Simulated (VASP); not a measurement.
A run of VASP 6.6.1 is set up as follows.

The input INCAR:

```
PREC     = Accurate       # precision mode
ENCUT    = 520            # plane-wave cutoff, eV
EDIFF    = 1E-6           # SCF threshold, eV
ISMEAR   = 0              # smearing method
SIGMA    = 0.05           # smearing width, eV
LREAL    = F              # projectors in reciprocal space
LASPH    = T              # aspherical terms in the spheres
NELM     = 80             # most SCF steps
ALGO     = Normal         # electronic algorithm
ISIF     = 2              # what is computed and relaxed
LWAVE    = F              # write WAVECAR
LCHARG   = T              # write CHGCAR
GGA      = PE             # functional
LELF     = T              # ELF
LVHAR    = T            
NBANDS   = 16             # bands
```

The input KPOINTS:

```
Automatic mesh
0
Gamma
  9 9 6
```

Contents of POSCAR:

```
MgO
1.0
    3.4390937518      0.0000000000      0.0000000000
   -1.7195468759      2.9783425551      0.0000000000
    0.0000000000      0.0000000000      4.4373615866
Mg O
2 2
Direct
    0.6694707015      0.3333333333      0.7500000000
    0.3361373682      0.6666666667      0.2500000000
    0.6624068962      0.3333333333      0.2500000000
    0.3290735629      0.6666666667      0.7500000000
```

Potentials or basis: VASP PAW PBE potentials, release 64 (Mg, O).

Run with:

```console
$ cat potpaw_PBE.64/Mg/POTCAR potpaw_PBE.64/O/POTCAR > POTCAR
$ mpirun -np 1 vasp_std > vasp.out
```

(1) Estimate the largest force.

(2) Estimate the band gap on the k mesh.

(3) What does it give for the pressure?

Answers

(1) 0.258 eV/Å.

(2) 3.18 eV, direct.

(3) 0.6 GPa.

Caveat: the cell differs from its parent crystal (mode 8 frozen in at -0.015 Å, strain +e along z and -e/2 along x and y +0.0467).
